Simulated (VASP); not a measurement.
# MoS2 (P-3m1) in VASP: notebook

MoS2 is run at these levels: r2SCAN; tasks: single point.

Program: VASP 6.6.1. These are calculated values, not measurements. Logs are shortened: lines on timing, memory, paths and dates and some standing lists are left out, and cuts for length are marked.

## (1) The cell of the first run

The structure is trigonal, space group P-3m1 (No. 164). Conventional cell: a = 3.227 Å, b = 3.227 Å, c = 6.312 Å, α = 90.00°, β = 90.00°, γ = 120.00°. Mo (site symmetry -3m) has 6 S at 2.42 Å within 3.2 Å. S (site symmetry 3m) has 3 Mo at 2.42 Å within 3.2 Å.

## (2) Single point, r2SCAN

The input, POSCAR:

```
MoS2
1.0
    3.2274645600      0.0000000000      0.0000000000
   -1.6137322800      2.7950663000      0.0000000000
    0.0000000000      0.0000000000      6.3124734200
Mo S
1 2
Direct
    0.0000000000      0.0000000000      0.5000000000
    0.3333333333      0.6666666667      0.2553193200
    0.6666666667      0.3333333333      0.7446806800
```

The input, INCAR.step1:

```
PREC = Accurate
ENCUT = 520
ISMEAR = -1
SIGMA = 0.05
LREAL = False
LASPH = True
NELM = 100
NBANDS = 20
GGA = PE
ALGO = Normal
EDIFF = 1E-4
LWAVE = True
LCHARG = False
```

The input, INCAR.step2:

```
PREC = Accurate
ENCUT = 520
EDIFF = 1E-6
ISMEAR = -1
SIGMA = 0.05
LREAL = False
LASPH = True
NELM = 100
ALGO = Normal
ISIF = 2
LWAVE = False
LCHARG = True
METAGGA = R2SCAN
LMIXTAU = True
LELF = True
LVHAR = True
NBANDS = 20
ISTART = 1
```

The input, KPOINTS:

```
regular mesh
0
Gamma
  5 5 3
```

Potentials or basis: VASP PAW PBE potentials, release 64 (Mo_sv, S).

Started as:

```console
$ cat potpaw_PBE.64/Mo_sv/POTCAR potpaw_PBE.64/S/POTCAR > POTCAR
$ cp INCAR.step1 INCAR
$ mpirun -np 1 vasp_std > vasp.out
$ cp INCAR.step2 INCAR
$ mpirun -np 1 vasp_std > vasp.out
```

OUTCAR:

```text
PREC = Accurate
   ENCUT = 520
   EDIFF = 1E-6
   ISMEAR = -1
   LREAL = False
   LASPH = True
   NELM = 100
   ISIF = 2
   METAGGA = R2SCAN
   ISTART = 1

 ion  position               nearest neighbor table
   1  0.000  0.000  0.500-   2 2.42   3 2.42   3 2.42   2 2.42   3 2.42   2 2.42
   2  0.333  0.667  0.255-   1 2.42   1 2.42   1 2.42
   3  0.667  0.333  0.745-   1 2.42   1 2.42   1 2.42

  LATTYP: Found a hexagonal cell.
 ALAT       =     3.2274645600
 C/A-ratio  =     1.9558614208

  Lattice vectors:

 A1 = (   3.2274645600,   0.0000000000,   0.0000000000)
 A2 = (  -1.6137322800,   2.7950663000,   0.0000000000)
 A3 = (   0.0000000000,   0.0000000000,   6.3124734200)

Analysis of symmetry for initial positions (statically):
=====================================================================
 Subroutine PRICEL returns:
 Original cell was already a primitive cell.

 Routine SETGRP: Setting up the symmetry group for a
 hexagonal supercell.

 Subroutine GETGRP returns: Found 12 space group operations
 (whereof 12 operations were pure point group operations)
 out of a pool of 24 trial point group operations.

The static configuration has the point symmetry D_3d.

Analysis of symmetry for dynamics (positions and initial velocities):
=====================================================================
 Subroutine PRICEL returns:
 Original cell was already a primitive cell.

 Routine SETGRP: Setting up the symmetry group for a
 hexagonal supercell.

 Subroutine GETGRP returns: Found 12 space group operations
 (whereof 12 operations were pure point group operations)
 out of a pool of 24 trial point group operations.

The dynamic configuration has the point symmetry D_3d.

 Subroutine INISYM returns: Found 12 space group operations
 (whereof 12 operations are pure point group operations),
 and found     1 'primitive' translations

----------------------------------------------------------------------------------------

                                     Primitive cell

  volume of cell :      56.9447

  direct lattice vectors                    reciprocal lattice vectors
     3.227464560  0.000000000  0.000000000     0.309840738  0.178886633  0.000000000
    -1.613732280  2.795066300  0.000000000     0.000000000  0.357773266  0.000000000
     0.000000000  0.000000000  6.312473420     0.000000000  0.000000000  0.158416509

  length of vectors
     3.227464560  3.227464561  6.312473420     0.357773267  0.357773266  0.158416509

  position of ions in fractional coordinates (direct lattice)
     0.000000000  0.000000000  0.500000000
     0.333333333  0.666666667  0.255319320
     0.666666667  0.333333333  0.744680680

  ion indices of the primitive-cell ions
   primitive index   ion index
                 1           1
                 2           2
                 3           3

----------------------------------------------------------------------------------------

 KPOINTS: regular mesh

Automatic generation of k-mesh.
 Grid dimensions read from file:
 generate k-points for:    5    5    3

 Generating k-lattice:

  Cartesian coordinates                     Fractional coordinates (reciprocal lattice)
     0.061968148  0.035777327  0.000000000     0.200000000 -0.000000000  0.000000000
     0.000000000  0.071554653  0.000000000     0.000000000  0.200000000  0.000000000
     0.000000000  0.000000000  0.052805503     0.000000000  0.000000000  0.333333333

  Length of vectors
     0.071554653  0.071554653  0.052805503

  Shift w.r.t. Gamma in fractional coordinates (k-lattice)
     0.000000000  0.000000000  0.000000000

 Subroutine IBZKPT returns following result:
 ===========================================

 Found     12 irreducible k-points:

 Following reciprocal coordinates:
            Coordinates               Weight
  0.000000  0.000000  0.000000      1.000000
  0.200000 -0.000000  0.000000      6.000000
  0.400000  0.000000  0.000000      6.000000
  0.200000  0.200000  0.000000      6.000000
  0.400000  0.200000  0.000000      6.000000
  0.000000  0.000000  0.333333      2.000000
  0.200000 -0.000000  0.333333      6.000000
  0.000000  0.200000  0.333333      6.000000
  0.400000  0.000000  0.333333      6.000000
  0.000000  0.400000  0.333333      6.000000
  0.200000  0.200000  0.333333     12.000000
  0.400000  0.200000  0.333333     12.000000
   k-points           NKPTS =     12   k-points in BZ     NKDIM =     12   number of bands    NBANDS=     20
   number of dos      NEDOS =    301   number of ions     NIONS =      3
   total plane-waves  NPLWV =  27648
   dimension x,y,z NGX =    24 NGY =   24 NGZ =   48
   dimension x,y,z NGXF=    48 NGYF=   48 NGZF=   96
   ions per type =               1   2
   NGX,Y,Z   is equivalent  to a cutoff of  12.36, 12.36, 12.64 a.u.
   NGXF,Y,Z  is equivalent  to a cutoff of  24.72, 24.72, 25.28 a.u.
 SYSTEM =  unknown system
   PREC   = accura    normal or accurate (medium, high low for compatibility)
   ISTART =      1    job   : 0-new  1-cont  2-samecut
   ICHARG =      0    charge: 1-file 2-atom 10-const
   ISPIN  =      1    spin polarized calculation?
   LNONCOLLINEAR =      F non collinear calculations
   LSORBIT =      F    spin-orbit coupling
   LASPH  =      T    aspherical Exc in radial PAW
   ENCUT  =  520.0 eV  38.22 Ry    6.18 a.u.   6.00  6.00 11.74*2*pi/ulx,y,z
   NELM   =    100;   NELMIN=  2; NELMDL=  0     # of ELM steps
   EDIFF  = 0.1E-05   stopping-criterion for ELM
   LREAL  =      F    real-space projection
   EDIFFG = 0.1E-04   stopping-criterion for IOM
   NSW    =      0    number of steps for IOM
   IBRION =     -1    ionic relax: 0-MD 1-quasi-New 2-CG
   NFREE  =      0    steps in history (QN), initial steepest desc. (CG)
   ISIF   =      2    stress and relaxation
   ISYM   =      2    0-nonsym 1-usesym 2-fastsym
   POTIM  = 0.5000    time-step for ionic-motion
   TEBEG  =    0.0;   TEEND  =   0.0 temperature during run
   PSTRESS=    0.0 pullay stress
   NELECT =      26.0000    total number of electrons
   NUPDOWN=      -1.0000    fix difference up-down
   EMIN   =  10.00;   EMAX   =-10.00  energy-range for DOS
   EFERMI =   0.00;   METHOD = LEGACY
   ISMEAR =    -1;   SIGMA  =   0.05  broadening in eV -4-tet -1-fermi 0-gaus
   EFERMI_NEDOS =   21; number of points for ismear=-14 and -15
   IALGO  =     38    algorithm
   IMIX   =      4    mixing-type and parameters
     AMIX     =   0.40;   BMIX     =  1.00
     AMIX_MAG =   1.60;   BMIX_MAG =  1.00
  volume/ion in A,a.u.               =      18.98       128.09
  Fermi-wavevector in a.u.,A,eV,Ry     =   1.260612  2.382212 21.621610  1.589144
  Thomas-Fermi vector in A             =   2.394113
   LORBIT       =      0    0 simple, 1 ext, 2 COOP (PROOUT), +10 PAW based schemes
   METAGGA = R2SCAN    functional components
   LHFCALC =     F    Hartree Fock is set to
   AEXX    =    0.0000 exact exchange contribution
   IVDW    =     0    specifies the selected vdW correction
   LEPSILON=     F    determine dielectric tensor
   LRPA    =     F    only Hartree local field effects (RPA)
 non-spin polarized calculation
  energy-cutoff  :      520.00
  volume of cell :       56.94
 maximum number of plane-waves:      1555
   NGX = 13   NGY = 13   NGZ = 23

 number of electron      26.0000001 magnetization

 Free energy of the ion-electron system (eV)
  ---------------------------------------------------
  ext. energy  EPLUGINS =         0.00000000
  ---------------------------------------------------
  free energy    TOTEN  =       -44.16113551 eV

  energy without entropy =      -44.15277839  energy(sigma->0) =      -44.15695695

 E-fermi :   6.6124     XC(G=0): -11.0997

 val. band max:        6.6041684186   @ k =   0.0000   0.0000   0.3333
 cond. band min:       6.6801563805   @ k =   0.4000   0.2000   0.0000
 fundamental gap:      0.0759879619
 Fermi energy:         6.6123931199

 k-point     1 :       0.0000    0.0000    0.0000
  band No.  band energies     occupation
      1     -56.9680      2.00000
      2     -30.2769      2.00000
      3     -30.2342      2.00000
      4     -30.2342      2.00000
      5      -8.7257      2.00000
      6      -7.2206      2.00000
[... 12 lines left out ...]
     19      13.7123      0.00000
     20      16.9054      0.00000

 k-point     2 :       0.2000   -0.0000    0.0000
  band No.  band energies     occupation
      1     -56.9561      2.00000
      2     -30.3553      2.00000
      3     -30.2621      2.00000
      4     -30.2521      2.00000
      5      -8.1361      2.00000
      6      -7.1052      2.00000
[... 12 lines left out ...]
     19      15.1423      0.00000
     20      16.2343      0.00000

 k-point     3 :       0.4000    0.0000    0.0000
  band No.  band energies     occupation
      1     -56.9369      2.00000
      2     -30.5463      2.00000
      3     -30.3067      2.00000
      4     -30.2117      2.00000
      5      -7.1792      2.00000
      6      -6.6376      2.00000
[... 12 lines left out ...]
     19      14.0643      0.00000
     20      15.2235      0.00000

 k-point     4 :       0.2000    0.2000    0.0000
  band No.  band energies     occupation
      1     -56.9406      2.00000
      2     -30.4788      2.00000
      3     -30.3307      2.00000
      4     -30.2194      2.00000
      5      -7.2234      2.00000
      6      -6.9212      2.00000
[... 12 lines left out ...]
     19      15.4326      0.00000
     20      16.1357      0.00000

 k-point     5 :       0.4000    0.2000    0.0000
  band No.  band energies     occupation
      1     -56.9309      2.00000
      2     -30.5371      2.00000
      3     -30.3899      2.00000
      4     -30.1994      2.00000
      5      -6.8362      2.00000
      6      -6.4574      2.00000
[... 12 lines left out ...]
     19      14.8664      0.00000
     20      16.6101      0.00000
[... 77 lines left out ...]
      6      -6.5469      2.00000
[... 12 lines left out ...]
     19      13.4910      0.00000
     20      15.4983      0.00000

 k-point    10 :       0.0000    0.4000    0.3333
  band No.  band energies     occupation
      1     -56.9369      2.00000
      2     -30.5463      2.00000
      3     -30.3067      2.00000
      4     -30.2117      2.00000
      5      -7.1704      2.00000
      6      -6.6470      2.00000
[... 12 lines left out ...]
     19      13.8630      0.00000
     20      14.6014      0.00000

 k-point    11 :       0.2000    0.2000    0.3333
  band No.  band energies     occupation
      1     -56.9406      2.00000
      2     -30.4788      2.00000
      3     -30.3307      2.00000
      4     -30.2194      2.00000
      5      -7.1492      2.00000
      6      -6.9979      2.00000
[... 12 lines left out ...]
     19      15.3295      0.00000
     20      16.3283      0.00000

 k-point    12 :       0.4000    0.2000    0.3333
  band No.  band energies     occupation
      1     -56.9309      2.00000
      2     -30.5371      2.00000
      3     -30.3899      2.00000
      4     -30.1994      2.00000
      5      -6.8720      2.00000
      6      -6.4178      2.00000
[... 12 lines left out ...]
     19      14.7698      0.00000
     20      15.5611      0.00000

------------------------ aborting loop because EDIFF is reached ----------------------------------------

  FORCE on cell =-STRESS in cart. coord.  units (eV):
  Direction    XX          YY          ZZ          XY          YZ          ZX
  --------------------------------------------------------------------------------------
  -------------------------------------------------------------------------------------
  Total        0.2113990      0.2113990     -0.4655822      0.0000000      0.0000000     -0.0000000
  in kB        5.9478544      5.9478544    -13.0994709      0.0000000      0.0000000     -0.0000000
  external PRESSURE =      -0.4012540 kB  Pullay stress =       0.0000000 kB

 VOLUME and BASIS-vectors are now :
 -----------------------------------------------------------------------------
  energy-cutoff  :      520.00
  volume of cell :       56.94
      direct lattice vectors                 reciprocal lattice vectors
     3.227464560  0.000000000  0.000000000     0.309840738  0.178886633  0.000000000
    -1.613732280  2.795066300  0.000000000     0.000000000  0.357773266  0.000000000
     0.000000000  0.000000000  6.312473420     0.000000000  0.000000000  0.158416509

 POSITION                                       TOTAL-FORCE (eV/Angst)
 -----------------------------------------------------------------------------------
      0.00000      0.00000      3.15624        -0.000000      0.000000      0.000000
     -0.00000      1.86338      1.61170         0.000000      0.000000      0.017470
      1.61373      0.93169      4.70078        -0.000000      0.000000     -0.017470
 -----------------------------------------------------------------------------------
    total drift:                                0.000000     -0.000000      0.000000

  FREE ENERGIE OF THE ION-ELECTRON SYSTEM (eV)
  ---------------------------------------------------
  free  energy   TOTEN  =       -44.1611355147 eV

  energy  without entropy=      -44.1527783854  energy(sigma->0) =      -44.15695695
```

It took 73 s on 1 thread of AMD EPYC 7R13 (Zen 3), shared host; peak memory 0.14 GiB.

Results:

| Item | Value |
| --- | --- |
| Free energy | -44.1611 eV |
| Pressure | 0.0 GPa |
| Largest force | 0.017 eV/Å |
| Band gap on the k mesh | zero (band 13 reaches 6.68 eV, above the bottom of band 14 at 6.36 eV) |

Forces on the atoms (eV/Å):
```
Mo   0.000  0.000  0.000
S    0.000  0.000  0.017
S    0.000  0.000 -0.017
```

Stress tensor (GPa, compression positive):
```
 0.59  0.00  0.00
 0.00  0.59  0.00
 0.00  0.00 -1.31
```

Levels at points of the mesh, in eV from the Fermi level:
```csv
k point,band 10,band 11,band 12,band 13,band 14,band 15,band 16,band 17
"(0.00, 0.00, 0.00)",-1.80,-0.85,-0.77,-0.77,-0.20,-0.20,3.57,3.57
```

Caveat: the k points lie up to 0.45 Å⁻¹ apart; the PAW data sets were made with another functional, which shifts forces and pressure a little.

(Part 1 of 2 ends here.)
